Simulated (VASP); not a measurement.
Crystal: SiC (SiC (F-43m)).

```xyz
2
Lattice="0.0000 2.1899 2.1899 2.1899 0.0000 2.1899 2.1899 2.1899 0.0000" Properties=species:S:1:pos:R:3 pbc="T T T"
Si    3.2848    3.2848    3.2848
C     0.0000    0.0000    0.0000
```

Base run:

| Property | Result |
| --- | --- |
| Program | VASP 6.6.1 |
| Functional | PBE |
| Potentials or basis | VASP PAW PBE potentials, release 64 (Si, C) |
| Cutoff | 600 eV |
| k mesh | 11 × 11 × 11 |
| Occupations | fermi-dirac, width 0.01 eV |
| Spin | no spin polarisation |

Its results: band gap on the k mesh 1.47 eV, indirect (least direct gap 4.58 eV); pressure -0.2 GPa.

Problem. The run is repeated on the same cell with these changes: functional from PBE to LDA; potentials or basis from VASP PAW PBE potentials, release 64 (Si, C) to VASP PAW LDA potentials, release 64 (Si, C). What comes out?

Solution. Band gap on the k mesh 1.41 eV, indirect (least direct gap 4.53 eV); pressure -7.3 GPa.

A k mesh can miss the band edges.
